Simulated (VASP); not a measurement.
A run of VASP 6.6.1:

Contents of INCAR:

```
ALGO = Normal ; EDIFF = 1E-6
ENCUT = 520 ; ISIF = 2
ISMEAR = 0 ; LASPH = True
LCHARG = False ; LREAL = False
LWAVE = False ; NBANDS = 9
NELM = 80 ; PREC = Accurate
SIGMA = 0.05
```

The input KPOINTS:

```
k-points
0
Gamma
  10 10 10
```

The input POSCAR:

```
LiH
1.0
    0.0000000000      2.1951000000      1.8699000000
    2.1951000000      0.0000000000      1.8699000000
    2.1951000000      2.1951000000      0.0000000000
Li H
1 1
Direct
    0.0000000000      0.0000000000      0.0000000000
    0.5000000000      0.5000000000      0.5000000000
```

Potentials or basis: VASP PAW LDA potentials, release 64 (Li_sv, H).

Launch:

```bash
$ cat potpaw_LDA.64/Li_sv/POTCAR potpaw_LDA.64/H/POTCAR > POTCAR
$ mpirun -np 1 vasp_std > vasp.out
```

Hardware: 1 thread of Intel(R) Xeon(R) Platinum 8375C CPU @ 2.90GHz (Ice Lake) (shared host).

Q: How long does it take, and how much memory?

A: Run time: 6.2 s on 1 thread of Intel(R) Xeon(R) Platinum 8375C CPU @ 2.90GHz (Ice Lake) (shared host), peak memory 0.12 GiB. Counts: scf iterations 10, k points 102.
